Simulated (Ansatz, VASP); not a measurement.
## Al2O3: VASP beside Ansatz

INCAR

```
SYSTEM = Al2O3
PREC = Accurate
ENCUT = 520
EDIFF = 1E-6
ISMEAR = 0
SIGMA = 0.05
LREAL = .FALSE.
LASPH = .TRUE.
NELM = 80
ALGO = Normal
ISIF = 2
LWAVE = .FALSE.
LCHARG = .TRUE.
GGA = PS
LELF = .TRUE.
LVHAR = .TRUE.
NBANDS = 35
```

KPOINTS

```
Automatic mesh
0
G
  6 6 6
  0 0 0
```

POSCAR

```
Al2O3
1.0
    2.2891336982      1.3216319569      4.7151575915
   -2.2891336982      1.3216319569      4.7151575915
    0.0000000000     -2.6432639137      4.7151575915
Al O
4 6
Direct
    0.8481927811      0.8481927811      0.8481927811
    0.6518072189      0.6518072189      0.6518072189
    0.1518072189      0.1518072189      0.1518072189
    0.3481927811      0.3481927811      0.3481927811
    0.0558571577      0.4441428423      0.7500000000
    0.7500000000      0.0558571577      0.4441428423
    0.4441428423      0.7500000000      0.0558571577
    0.9441428423      0.5558571577      0.2500000000
    0.2500000000      0.9441428423      0.5558571577
    0.5558571577      0.2500000000      0.9441428423
```

Input for Ansatz:

```yaml
crystal:
  lattice:
    - [2.2891336982, 1.3216319569, 4.7151575915]
    - [-2.2891336982, 1.3216319569, 4.7151575915]
    - [0.0, -2.6432639137, 4.7151575915]
  atoms:
    - { symbol: Al, position: [0.8481927811, 0.8481927811, 0.8481927811] }
    - { symbol: Al, position: [0.6518072189, 0.6518072189, 0.6518072189] }
    - { symbol: Al, position: [0.1518072189, 0.1518072189, 0.1518072189] }
    - { symbol: Al, position: [0.3481927811, 0.3481927811, 0.3481927811] }
    - { symbol: O, position: [0.0558571577, 0.4441428423, 0.75] }
    - { symbol: O, position: [0.75, 0.0558571577, 0.4441428423] }
    - { symbol: O, position: [0.4441428423, 0.75, 0.0558571577] }
    - { symbol: O, position: [0.9441428423, 0.5558571577, 0.25] }
    - { symbol: O, position: [0.25, 0.9441428423, 0.5558571577] }
    - { symbol: O, position: [0.5558571577, 0.25, 0.9441428423] }
basis:
  ecutwfc: 520.0
kpoints:
  mp_grid: { grid: [6, 6, 6] }
hamiltonian:
  xc: pbesol
  pseudopotentials: { kind: paw, azcp: { folder: soft_1 } }
scf:
  occupations: { method: gaussian, width: 0.05 }
output:
  forces: true
  stress: true
  eigenvalues: true
```

Alike in both runs: task single point; functional PBEsol; k mesh 6 × 6 × 6; occupations gaussian, width 0.05 eV; no spin polarisation.

```csv
,VASP,Ansatz
version,VASP 6.6.1,Ansatz 0.2.0
potentials or method,"VASP PAW PBE potentials, release 64 (Al, O), cutoff 520 eV","scalar-relativistic, plane waves, PAW"
valence electrons in the cell,48,48
```

VASP gave:

| Item | Value |
| --- | --- |
| gap on the k mesh at the Fermi level (eV) | 5.31 |
| least direct gap on the mesh (eV) | 5.31 |
| pressure (GPa) | 1.7 |
| traceless stress, the component that is largest in VASP (GPa) | -34.41 |
| rms of the force components (eV/Å) | 0.236 |

Task: What did Ansatz give for the same quantities?

Result: gap on the k mesh at the Fermi level (eV): 5.31; least direct gap on the mesh (eV): 5.31; pressure (GPa): 1.6; traceless stress, the component that is largest in VASP (GPa): -34.37; rms of the force components (eV/Å): 0.237.

VASP's potentials were made for PBE, not for PBEsol, and Ansatz warns of the same on its side. Atom by atom the forces differ by 0.002 eV/Å (rms over components).
